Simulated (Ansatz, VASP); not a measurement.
## BN: VASP beside Ansatz

```
CELL_PARAMETERS angstrom
0.00000 1.78947 1.78947
1.78947 0.00000 1.78947
1.78947 1.78947 0.00000
ATOMIC_POSITIONS crystal
B 0.00000 0.00000 0.00000
N 0.75000 0.75000 0.75000
```

Alike in both runs: functional LDA; k mesh 10 × 10 × 10; occupations gaussian, width 0.1 eV; no spin polarisation.

Ansatz relaxed the structure, and its values are those at the end. VASP's run is a single point on that final structure, the one shown.

|  | VASP | Ansatz |
| --- | --- | --- |
| version | VASP 6.6.1 | Ansatz 0.2.0 |
| potentials or method | VASP PAW LDA potentials, release 64 (B, N), cutoff 600 eV | scalar-relativistic, plane waves, PAW |
| valence electrons in the cell | 8 | 8 |

|  | VASP | Ansatz | Ansatz less VASP |
| --- | --- | --- | --- |
| gap on the k mesh at the Fermi level (eV) | 4.38 | 4.39 | +0.012 |
| least direct gap on the mesh (eV) | 8.83 | 8.83 | +0.007 |
| pressure (GPa) | 1.3 | 0.3 | -0.96 |

Ansatz warns that its potentials were made for another functional, while VASP's fit it. LDA's correlation is that of Perdew and Zunger in VASP and of Perdew and Wang (1992) in Ansatz.
